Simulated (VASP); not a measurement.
Here is a VASP 6.6.1 calculation.

File INCAR:

```
ALGO     = Normal         # electronic algorithm
EDIFF    = 1E-7           # SCF threshold, eV
EDIFFG   = -0.01          # ionic threshold
ENCUT    = 500            # plane-wave cutoff, eV
GGA      = PS             # functional
GGA_COMPAT= F            
IBRION   = 2              # ionic algorithm
ISIF     = 3              # what is computed and relaxed
ISMEAR   = -1             # smearing method
LASPH    = T              # aspherical terms in the spheres
LCHARG   = F              # write CHGCAR
LREAL    = F              # projectors in reciprocal space
LWAVE    = F              # write WAVECAR
NELM     = 120            # most SCF steps
NELMIN   = 4            
NSW      = 60             # ionic steps
PREC     = Accurate       # precision mode
SIGMA    = 0.1            # smearing width, eV
```

The input KPOINTS:

```
k-points
0
Gamma
  8 8 8
```

File POSCAR:

```
Au
1.0
    2.6500000000      0.0000000000      0.0000000000
    0.0000000000      2.6500000000      0.0000000000
    0.0000000000      0.0000000000      2.6500000000
Au
1
Direct
    0.0000000000      0.0000000000      0.0000000000
```

Potentials or basis: VASP PAW PBE potentials, release 64 (Au).

Run with:

```bash
$ cat potpaw_PBE.64/Au/POTCAR > POTCAR
$ mpirun -np 1 vasp_std > vasp.out
```

Task: Estimate the relaxed volume.

Result: 19.57 Å³/atom.

Task: What does it give for the space group after relaxing (to 0.1 Å)?

Result: Pm-3m (No. 221).

Task: Predict the band gap on the k mesh.

Result: Zero (an odd number of electrons rules out a gap without spin polarisation).

Task: Estimate the relaxed cell.

Result: a = 2.695 Å, b = 2.695 Å, c = 2.695 Å, α = 90.00°, β = 90.00°, γ = 90.00°.

The path:
| step | energy change (eV) | largest force (eV/Å) | pressure (GPa) | volume (Å³) |
| --- | --- | --- | --- | --- |
| 1 | 0.0000 | 0.0000 | 7.17 | 18.61 |
| 2 | 0.0123 | 0.0000 | -7.19 | 20.94 |
| 3 | -0.0206 | 0.0000 | -0.09 | 19.59 |
| 4 | -0.0206 | 0.0000 | 0.04 | 19.57 |

Caveat: the PAW data sets were made with another functional, which shifts forces and pressure a little; spin-orbit coupling is left out, which moves the levels of the heavy elements.
